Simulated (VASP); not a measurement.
Runs of VASP 6.6.1 on BiTe4. The structure is that of space group P6/mmm (No. 191), or close to it. The cells are those of the table. The cell was generated, and may not be a known phase.

| task | cell | k mesh | cutoff (eV) | gap on the mesh (eV) | pressure (GPa) | relaxed volume (Å³/atom) |
| --- | --- | --- | --- | --- | --- | --- |
| relaxation of cell and atoms | relaxed from a = 6.467, b = 6.467, c = 5.934 Å, angles 90.0, 90.0, 120.0°, 5 atoms | 6 × 6 × 6 | 600 | none | 0.0 | 43.18 |
| single point | a = 5.717, b = 5.717, c = 7.096 Å, angles 90.0, 90.0, 120.0°, 5 atoms | 6 × 6 × 4 | 520 | none | 11.7 | - |
| single point | a = 6.488, b = 6.488, c = 5.928 Å, angles 90.0, 90.0, 120.0°, 5 atoms | 6 × 6 × 6 | 520 | none | 0.0 | - |
| relaxation of cell and atoms | relaxed from a = 5.717, b = 5.717, c = 7.096 Å, angles 90.0, 90.0, 120.0°, 5 atoms | 6 × 6 × 4 | 600 | none | 0.0 | (a) |
| single point | a = 6.467, b = 6.467, c = 5.934 Å, angles 90.0, 90.0, 120.0°, 5 atoms | 6 × 6 × 4 | 520 | none | 0.2 | - |

Alike in all rows: level PBE; potentials or basis VASP PAW PBE potentials, release 64 (Bi_d, Te); no spin polarisation; smearing gaussian 0.1 eV.

**Question.** Estimate the missing entries.

**Answer.** (a) 43.26.

Caveats: spin-orbit coupling is left out, which moves the levels of the heavy elements; an odd number of electrons without spin polarisation forces a metal; a magnetic or distorted state may lie lower; the stress differs along the axes, from -4 to 20 GPa (at least some runs); a cell axis changed by over 15 % at a fixed basis, so the end point is rough (at least some runs).

A k mesh can miss the band edges, and the runs leave out spin-orbit coupling on Bi, Te.

A gap of «none» marks levels without a gap at the run's occupations.
